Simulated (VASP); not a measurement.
# BeS (Fm-3m) in VASP: settings compared, part 2 of 2

VASP 6.6.1. Earlier steps stand in the parts before.

### Step 3. Single point, r2SCAN

The input, POSCAR:

```
BeS
1.0
    0.0000000000      2.3172972025      2.3172972025
    2.3172972025      0.0000000000      2.3172972025
    2.3172972025      2.3172972025      0.0000000000
Be S
1 1
Direct
    0.0000000000      0.0000000000      0.0000000000
    0.5000000000      0.5000000000      0.5000000000
```

The input, INCAR.step1:

```
PREC = Accurate
ENCUT = 520
ISMEAR = 0
SIGMA = 0.01
LREAL = False
LASPH = True
NELM = 60
NBANDS = 11
GGA = PE
ALGO = Normal
EDIFF = 1E-4
LWAVE = True
LCHARG = False
```

The input, INCAR.step2:

```
PREC = Accurate
ENCUT = 520
EDIFF = 1E-6
ISMEAR = 0
SIGMA = 0.01
LREAL = False
LASPH = True
NELM = 60
ALGO = Normal
ISIF = 2
LWAVE = False
LCHARG = True
METAGGA = R2SCAN
LMIXTAU = True
LELF = True
LVHAR = True
NBANDS = 11
ISTART = 1
```

The input, KPOINTS:

```
regular mesh
0
Gamma
  6 6 6
```

Potentials or basis: VASP PAW PBE potentials, release 64 (Be, S).

Launch:

```console
$ cat potpaw_PBE.64/Be/POTCAR potpaw_PBE.64/S/POTCAR > POTCAR
$ cp INCAR.step1 INCAR
$ mpirun -np 1 vasp_std > vasp.out
$ cp INCAR.step2 INCAR
$ mpirun -np 1 vasp_std > vasp.out
```

OUTCAR:

```text
PREC = Accurate
   ENCUT = 520
   EDIFF = 1E-6
   ISMEAR = 0
   LREAL = False
   LASPH = True
   NELM = 60
   ISIF = 2
   METAGGA = R2SCAN
   ISTART = 1

 ion  position               nearest neighbor table
   1  0.000  0.000  0.000-   2 2.32   2 2.32   2 2.32   2 2.32   2 2.32   2 2.32
   2  0.500  0.500  0.500-   1 2.32   1 2.32   1 2.32   1 2.32   1 2.32   1 2.32

  LATTYP: Found a face centered cubic cell.
 ALAT       =     4.6345944050

  Lattice vectors:

 A1 = (   0.0000000000,   2.3172972025,   2.3172972025)
 A2 = (   2.3172972025,   0.0000000000,   2.3172972025)
 A3 = (   2.3172972025,   2.3172972025,   0.0000000000)

Analysis of symmetry for initial positions (statically):
=====================================================================
 Subroutine PRICEL returns:
 Original cell was already a primitive cell.

 Routine SETGRP: Setting up the symmetry group for a
 face centered cubic supercell.

 Subroutine GETGRP returns: Found 48 space group operations
 (whereof 48 operations were pure point group operations)
 out of a pool of 48 trial point group operations.

The static configuration has the point symmetry O_h .

Analysis of symmetry for dynamics (positions and initial velocities):
=====================================================================
 Subroutine PRICEL returns:
 Original cell was already a primitive cell.

 Routine SETGRP: Setting up the symmetry group for a
 face centered cubic supercell.

 Subroutine GETGRP returns: Found 48 space group operations
 (whereof 48 operations were pure point group operations)
 out of a pool of 48 trial point group operations.

The dynamic configuration has the point symmetry O_h .

 Subroutine INISYM returns: Found 48 space group operations
 (whereof 48 operations are pure point group operations),
 and found     1 'primitive' translations

----------------------------------------------------------------------------------------

                                     Primitive cell

  volume of cell :      24.8872
[... 107 lines left out ...]
   AEXX    =    0.0000 exact exchange contribution
   IVDW    =     0    specifies the selected vdW correction
   LEPSILON=     F    determine dielectric tensor
   LRPA    =     F    only Hartree local field effects (RPA)
 non-spin polarized calculation
 Gauss-broadening in eV      SIGMA  =   0.01
  energy-cutoff  :      520.00
  volume of cell :       24.89
 maximum number of plane-waves:       692
   NGX = 13   NGY = 13   NGZ = 13

 number of electron       7.9999998 magnetization

 Free energy of the ion-electron system (eV)
  ---------------------------------------------------
  ext. energy  EPLUGINS =         0.00000000
  ---------------------------------------------------
  free energy    TOTEN  =       -13.53895961 eV

  energy without entropy =      -13.53895961  energy(sigma->0) =      -13.53895961

 E-fermi :   6.4852     XC(G=0): -11.0872

 val. band max:        6.4369904615   @ k =  -0.1667   0.1667   0.0000
 cond. band min:       7.7838005138   @ k =   0.5000   0.5000   0.0000
 fundamental gap:      1.3468100523
 Fermi energy:         6.4852002946

 k-point     1 :       0.0000    0.0000    0.0000
  band No.  band energies     occupation
      1      -9.3005      2.00000
      2       6.1753      2.00000
      3       6.1753      2.00000
      4       6.1753      2.00000
      5      12.6469      0.00000
      6      15.8270      0.00000
      7      15.8270      0.00000
      8      15.8270      0.00000
      9      17.0960      0.00000
     10      17.0960      0.00000
     11      17.0961      0.00000
[... 197 lines left out ...]
 k-point    16 :      -0.3333    0.5000    0.1667
  band No.  band energies     occupation
      1      -5.8335      2.00000
      2       0.1384      2.00000
      3       1.8494      2.00000
      4       2.5678      2.00000
      5      10.0271      0.00000
      6      13.9696      0.00000
      7      14.8402      0.00000
      8      18.9761      0.00000
      9      20.0926      0.00000
     10      22.3008      0.00000
     11      25.4570      0.00000

------------------------ aborting loop because EDIFF is reached ----------------------------------------

  FORCE on cell =-STRESS in cart. coord.  units (eV):
  Direction    XX          YY          ZZ          XY          YZ          ZX
  --------------------------------------------------------------------------------------
  -------------------------------------------------------------------------------------
  Total        0.0088337      0.0088337      0.0088337      0.0000000      0.0000000     -0.0000000
  in kB        0.5686919      0.5686919      0.5686919      0.0000000      0.0000000     -0.0000000
  external PRESSURE =       0.5686919 kB  Pullay stress =       0.0000000 kB

 VOLUME and BASIS-vectors are now :
 -----------------------------------------------------------------------------
  energy-cutoff  :      520.00
  volume of cell :       24.89
      direct lattice vectors                 reciprocal lattice vectors
     0.000000000  2.317297202  2.317297202    -0.215768612  0.215768612  0.215768612
     2.317297202  0.000000000  2.317297202     0.215768612 -0.215768612  0.215768612
     2.317297202  2.317297202  0.000000000     0.215768612  0.215768612 -0.215768612

 POSITION                                       TOTAL-FORCE (eV/Angst)
 -----------------------------------------------------------------------------------
      0.00000      0.00000      0.00000         0.000000     -0.000000      0.000000
      2.31730      2.31730      2.31730        -0.000000      0.000000     -0.000000
 -----------------------------------------------------------------------------------
    total drift:                               -0.000000     -0.000000      0.000000

  FREE ENERGIE OF THE ION-ELECTRON SYSTEM (eV)
  ---------------------------------------------------
  free  energy   TOTEN  =       -13.5389596090 eV

  energy  without entropy=      -13.5389596090  energy(sigma->0) =      -13.53895961
```

OUTCAR.step1:

```text
PREC = Accurate
   ENCUT = 520
   ISMEAR = 0
   LREAL = False
   LASPH = True
[... 434 lines left out ...]
      0.00000      0.00000      0.00000         0.000000      0.000000     -0.000000
      2.31730      2.31730      2.31730        -0.000000     -0.000000      0.000000
 -----------------------------------------------------------------------------------
    total drift:                               -0.000000     -0.000000      0.000000

  FREE ENERGIE OF THE ION-ELECTRON SYSTEM (eV)
  ---------------------------------------------------
  free  energy   TOTEN  =        -8.8787923965 eV

  energy  without entropy=       -8.8787923965  energy(sigma->0) =       -8.87879240
```

OSZICAR.step1:

```text
N       E                     dE             d eps       ncg     rms          rms(c)
DAV:   1     0.163817695942E+02    0.16382E+02   -0.37369E+03   360   0.620E+02
DAV:   2    -0.798962544023E+01   -0.24371E+02   -0.23528E+02   459   0.107E+02
DAV:   3    -0.895230469365E+01   -0.96268E+00   -0.96018E+00   452   0.205E+01
DAV:   4    -0.895760594525E+01   -0.53013E-02   -0.53001E-02   452   0.176E+00
DAV:   5    -0.895763621786E+01   -0.30273E-04   -0.30272E-04   488   0.127E-01    0.632E+00
DAV:   6    -0.887929658799E+01    0.78340E-01   -0.19133E-01   414   0.181E+00    0.425E+00
DAV:   7    -0.887818685322E+01    0.11097E-02   -0.66562E-02   436   0.124E+00    0.164E+00
DAV:   8    -0.887880871036E+01   -0.62186E-03   -0.61403E-03   400   0.378E-01    0.290E-01
DAV:   9    -0.887879239649E+01    0.16314E-04   -0.15557E-04   302   0.796E-02
   1 F= -.88787924E+01 E0= -.88787924E+01  d E =-.386183E-40
```

Wall time 22 s (1 thread of AMD EPYC 7R43 (Zen 3), shared host); peak memory 0.1 GiB.

What came out:

| Property | Result |
| --- | --- |
| Free energy | -13.5390 eV |
| Pressure | 0.1 GPa |
| Band gap on the k mesh | 1.35 eV, indirect (least direct gap 4.59 eV) |

Caveat: the PAW data sets were made with another functional, which shifts forces and pressure a little. r2SCAN opens gaps a little over a GGA but as a rule still falls short of measured ones.

### Step 4. Single point, HSE06

POSCAR is that of step 3.

The input, INCAR.step1:

```
PREC = Accurate ; ENCUT = 520
EDIFF = 1E-5 ; ISMEAR = 0
SIGMA = 0.01 ; LREAL = F
LASPH = T ; NELM = 100
ALGO = Normal ; ISIF = 2
LWAVE = T ; NBANDS = 11
GGA = PE
```

The input, INCAR.step2:

```
PREC = Accurate ; ENCUT = 520
EDIFF = 1E-6 ; ISMEAR = 0
SIGMA = 0.01 ; LREAL = F
LASPH = T ; NELM = 100
ALGO = Normal ; ISIF = 2
LWAVE = F ; LCHARG = T
GGA = PE ; LHFCALC = T
HFSCREEN = 0.2079 ; PRECFOCK = Normal
LELF = T ; LVHAR = T
NBANDS = 11 ; ISTART = 1
```

KPOINTS is that of step 3.

Launch:

```console
$ cat potpaw_PBE.64/Be/POTCAR potpaw_PBE.64/S/POTCAR > POTCAR
$ cp INCAR.step1 INCAR
$ mpirun -np 1 vasp_std > vasp.out
$ cp INCAR.step2 INCAR
$ mpirun -np 1 vasp_std > vasp.out
```

It took 7.3 min on 1 thread of AMD EPYC 7R43 (Zen 3), shared host; peak memory 0.2 GiB.

It converged, with:

* Free energy: -10.1681 eV
* Pressure: -2.0 GPa
* Band gap on the k mesh: 1.74 eV, indirect (least direct gap 5.20 eV)

Levels at points of the mesh, in eV from the valence-band top:
```
           k point  band 1  band 2  band 3  band 4  band 5  band 6  band 7  band 8  band 9
(0.00, 0.00, 0.00)  -16.63   -0.32   -0.32   -0.32    6.44    9.95    9.95    9.95   11.05
(0.50, 0.00, 0.00)  -14.15   -7.95   -0.55   -0.55    4.94    4.94    5.13   11.61   17.11
(0.50, 0.50, 0.00)  -13.00   -7.42   -3.46   -3.46    1.74    5.20   13.39   13.39   15.32
```

Caveat: the PAW data sets were made with another functional, which shifts forces and pressure a little. A k mesh can miss the band edges.

### Step 5. The runs side by side

| level | k mesh | grid for exact exchange (PRECFOCK) | screening parameter | gap on the mesh (eV) | pressure (GPa) |
| --- | --- | --- | --- | --- | --- |
| PBE | 8 × 8 × 8 | - | - | 1.00 | -0.4 |
| r2SCAN | 6 × 6 × 6 | - | - | 1.35 | 0.1 |
| HSE06 | 6 × 6 × 6 | Normal | 0.2079 1/Å | 1.74 | -2.0 |

Alike in all rows: task single point; potentials or basis VASP PAW PBE potentials, release 64 (Be, S); no spin polarisation; cell as given; cutoff (eV) 520; smearing gaussian 0.01 eV.

On the cell as given the gap runs from 1.00 eV (PBE) to 1.74 eV (HSE06); the meshes differ, which moves gaps too. The pressure there spans -2.0 GPa (HSE06) to 0.1 GPa (r2SCAN); a positive pressure means that this level wants a larger cell, a negative one a smaller.

Caveats: the PAW data sets were made with another functional, which shifts forces and pressure a little (some runs).

Absolute energies hang on the potentials; compare differences alone.
